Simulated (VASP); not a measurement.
A run of VASP 6.6.1 is set up as follows.

INCAR

```
SYSTEM = Rh
ALGO = Normal
EDIFF = 1E-7
ENCUT = 520
GGA = PE
ISIF = 2
ISMEAR = -1
ISPIN = 2
LASPH = .True.
LCHARG = .False.
LMAXMIX = 4
LORBIT = 11
LREAL = .False.
LWAVE = .False.
MAGMOM = 1 1 1 1
NBANDS = 42
NELM = 150
PREC = Accurate
SIGMA = 0.05
```

File KPOINTS:

```
k-points
0
Gamma
  13 13 4
  0 0 0
```

The input POSCAR:

```
Rh
1.0
    2.7106044303      0.0000000000      0.0000000000
   -1.3553022151      2.3474522962      0.0000000000
    0.0000000000      0.0000000000      8.8462188244
Rh
4
Direct
    1.0000000000      1.0000000000      0.0000000000
    1.0000000000      1.0000000000      0.5000000000
    0.3333333333      0.6666666667      0.2500000000
    0.6666666667      0.3333333333      0.7500000000
```

Potentials or basis: VASP PAW PBE potentials, release 64 (Rh_pv).

The run is started by

```console
$ cat potpaw_PBE.64/Rh_pv/POTCAR > POTCAR
$ mpirun -np 1 vasp_std > vasp.out
```

**Question.** Estimate the band gap on the k mesh.

**Answer.** Zero (filled and empty bands overlap).

**Question.** Estimate the pressure.

**Answer.** 0.0 GPa.
